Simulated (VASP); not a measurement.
# In (I4/mmm) in VASP: single point with PBE

Aim: the single point of In with PBE.

All numbers are computed with VASP 6.6.1; they aren't measurements. Logs are shortened: lines on timing, memory, paths and dates and some standing lists are left out, and cuts for length are marked.

### Step 1. The cell of the first run

Symmetry: I4/mmm, No. 139, tetragonal system. The conventional cell has a = 3.267 Å, b = 3.267 Å, c = 5.147 Å, α = 90.00°, β = 90.00°, γ = 90.00°. In (site symmetry 4/mmm) has 12 In at 3.27 to 3.46 Å within 4.3 Å.

### Step 2. Single point, PBE

File INCAR:

```
PREC     = Accurate       # precision mode
ENCUT    = 520            # plane-wave cutoff, eV
EDIFF    = 1E-6           # SCF threshold, eV
ISMEAR   = -1             # smearing method
SIGMA    = 0.05           # smearing width, eV
LREAL    = F              # projectors in reciprocal space
LASPH    = T              # aspherical terms in the spheres
NELM     = 100            # most SCF steps
ALGO     = Normal         # electronic algorithm
ISIF     = 2              # what is computed and relaxed
LWAVE    = F              # write WAVECAR
LCHARG   = F              # write CHGCAR
GGA      = PE             # functional
NBANDS   = 12             # bands
```

File KPOINTS:

```
Automatic mesh
0
Gamma
  17 17 17
```

File POSCAR:

```
In
1.0
   -1.6334314654      1.6334314654      2.5735730653
    1.6334314654     -1.6334314654      2.5735730653
    1.6334314654      1.6334314654     -2.5735730653
In
1
Direct
    0.0000000000      0.0000000000      0.0000000000
```

Potentials or basis: VASP PAW PBE potentials, release 64 (In_d).

Command:

```bash
$ cat potpaw_PBE.64/In_d/POTCAR > POTCAR
$ mpirun -np 1 vasp_std > vasp.out
```

OUTCAR:

```text
PREC = Accurate
   ENCUT = 520
   EDIFF = 1E-6
   ISMEAR = -1
   LREAL = F
   LASPH = T
   NELM = 100
   ISIF = 2
   GGA = PE

 ion  position               nearest neighbor table
   1  0.000  0.000  0.000-

  LATTYP: Found a body centered tetragonal cell.
 ALAT       =     3.2668629308
 C/A-ratio  =     1.5755623176

  Lattice vectors:

 A1 = (  -1.6334314654,   1.6334314654,   2.5735730653)
 A2 = (   1.6334314654,  -1.6334314654,   2.5735730653)
 A3 = (   1.6334314654,   1.6334314654,  -2.5735730653)

Analysis of symmetry for initial positions (statically):
=====================================================================
 Subroutine PRICEL returns:
 Original cell was already a primitive cell.

 Routine SETGRP: Setting up the symmetry group for a
 body centered tetragonal supercell.

 Subroutine GETGRP returns: Found 16 space group operations
 (whereof 16 operations were pure point group operations)
 out of a pool of 16 trial point group operations.

The static configuration has the point symmetry D_4h.

Analysis of symmetry for dynamics (positions and initial velocities):
=====================================================================
 Subroutine PRICEL returns:
 Original cell was already a primitive cell.

 Routine SETGRP: Setting up the symmetry group for a
 body centered tetragonal supercell.

 Subroutine GETGRP returns: Found 16 space group operations
 (whereof 16 operations were pure point group operations)
 out of a pool of 16 trial point group operations.

The dynamic configuration has the point symmetry D_4h.

 Subroutine INISYM returns: Found 16 space group operations
 (whereof 16 operations are pure point group operations),
 and found     1 'primitive' translations

----------------------------------------------------------------------------------------

                                     Primitive cell

  volume of cell :      27.4662

  direct lattice vectors                    reciprocal lattice vectors
    -1.633431465  1.633431465  2.573573065     0.000000000  0.306104058  0.194282419
     1.633431465 -1.633431465  2.573573065     0.306104058  0.000000000  0.194282419
     1.633431465  1.633431465 -2.573573065     0.306104058  0.306104058  0.000000000

  length of vectors
     3.458247392  3.458247392  3.458247392     0.362553931  0.362553931  0.432896510

[... 77 lines left out ...]
   NELM   =    100;   NELMIN=  2; NELMDL= -5     # of ELM steps
   EDIFF  = 0.1E-05   stopping-criterion for ELM
   LREAL  =      F    real-space projection
   EDIFFG = 0.1E-04   stopping-criterion for IOM
   NSW    =      0    number of steps for IOM
   IBRION =     -1    ionic relax: 0-MD 1-quasi-New 2-CG
   NFREE  =      0    steps in history (QN), initial steepest desc. (CG)
   ISIF   =      2    stress and relaxation
   ISYM   =      2    0-nonsym 1-usesym 2-fastsym
   POTIM  = 0.5000    time-step for ionic-motion
   TEBEG  =    0.0;   TEEND  =   0.0 temperature during run
   PSTRESS=    0.0 pullay stress
   NELECT =      13.0000    total number of electrons
   NUPDOWN=      -1.0000    fix difference up-down
   EMIN   =  10.00;   EMAX   =-10.00  energy-range for DOS
   EFERMI =   0.00;   METHOD = LEGACY
   ISMEAR =    -1;   SIGMA  =   0.05  broadening in eV -4-tet -1-fermi 0-gaus
   EFERMI_NEDOS =   21; number of points for ismear=-14 and -15
   IALGO  =     38    algorithm
   IMIX   =      4    mixing-type and parameters
     AMIX     =   0.40;   BMIX     =  1.00
     AMIX_MAG =   1.60;   BMIX_MAG =  1.00
  volume/ion in A,a.u.               =      27.47       185.35
  Fermi-wavevector in a.u.,A,eV,Ry     =   1.275821  2.410953 22.146474  1.627720
  Thomas-Fermi vector in A             =   2.408512
   LORBIT       =      0    0 simple, 1 ext, 2 COOP (PROOUT), +10 PAW based schemes
   GGA     = PE    functional components
   LHFCALC =     F    Hartree Fock is set to
   AEXX    =    0.0000 exact exchange contribution
   IVDW    =     0    specifies the selected vdW correction
   LEPSILON=     F    determine dielectric tensor
   LRPA    =     F    only Hartree local field effects (RPA)
 non-spin polarized calculation
  energy-cutoff  :      520.00
  volume of cell :       27.47
 maximum number of plane-waves:       753
 NGX is ok and might be reduce to    28
   NGX = 13   NGY = 13   NGZ = 13

 number of electron      12.9999998 magnetization

 Free energy of the ion-electron system (eV)
  ---------------------------------------------------
  ext. energy  EPLUGINS =         0.00000000
  ---------------------------------------------------
  free energy    TOTEN  =        -2.56184584 eV

  energy without entropy =       -2.55834501  energy(sigma->0) =       -2.56009542

 E-fermi :   6.9957     XC(G=0): -10.0238

 val. band max:        6.9953837045   @ k =   0.3529   0.0000  -0.0000
 cond. band min:       7.0081602527   @ k =   0.2353   0.2353   0.2353
 fundamental gap:      0.0127765483
 Fermi energy:         6.9956814392

 k-point     1 :       0.0000    0.0000    0.0000
  band No.  band energies     occupation
      1      -7.7055      2.00000
      2      -7.5640      2.00000
      3      -7.5640      2.00000
      4      -7.5359      2.00000
      5      -7.3982      2.00000
      6      -2.2345      2.00000
      7      17.0949      0.00000
      8      17.0949      0.00000
      9      17.2563      0.00000
     10      18.5212      0.00000
     11      20.5226      0.00000
     12      20.7590      0.00000
[... 331 lines left out ...]
 k-point    24 :      -0.1176    0.0588    0.0000
  band No.  band energies     occupation
      1      -7.6722      2.00000
      2      -7.5784      2.00000
      3      -7.5486      2.00000
      4      -7.5228      2.00000
      5      -7.4128      2.00000
      6      -1.9524      2.00000
      7      14.9375      0.00000
      8      15.9644      0.00000
      9      16.6592      0.00000
     10      17.9393      0.00000
     11      20.8406      0.00000
     12      21.3387      0.00000

 [... further k-points ...]
[... 5 lines left out ...]
  --------------------------------------------------------------------------------------
  -------------------------------------------------------------------------------------
  Total       -0.0068054     -0.0068054     -0.0082686      0.0000000     -0.0000000      0.0000000
  in kB       -0.3969773     -0.3969773     -0.4823273      0.0000000     -0.0000000      0.0000000
  external PRESSURE =      -0.4254273 kB  Pullay stress =       0.0000000 kB

 VOLUME and BASIS-vectors are now :
 -----------------------------------------------------------------------------
  energy-cutoff  :      520.00
  volume of cell :       27.47
      direct lattice vectors                 reciprocal lattice vectors
    -1.633431465  1.633431465  2.573573065     0.000000000  0.306104058  0.194282419
     1.633431465 -1.633431465  2.573573065     0.306104058  0.000000000  0.194282419
     1.633431465  1.633431465 -2.573573065     0.306104058  0.306104058  0.000000000

 POSITION                                       TOTAL-FORCE (eV/Angst)
 -----------------------------------------------------------------------------------
      0.00000      0.00000      0.00000        -0.000000      0.000000      0.000000
 -----------------------------------------------------------------------------------
    total drift:                               -0.000000     -0.000000     -0.000000

  FREE ENERGIE OF THE ION-ELECTRON SYSTEM (eV)
  ---------------------------------------------------
  free  energy   TOTEN  =        -2.5618458428 eV

  energy  without entropy=       -2.5583450061  energy(sigma->0) =       -2.56009542
```

It took 60 s on 1 thread of Intel Xeon Platinum 8488C (Sapphire Rapids), shared host; peak memory 0.26 GiB.

Results:

```yaml
Free_energy: -2.5618 eV
Pressure: 0.0 GPa
```

Caveat: spin-orbit coupling is left out, which moves the levels of the heavy elements.
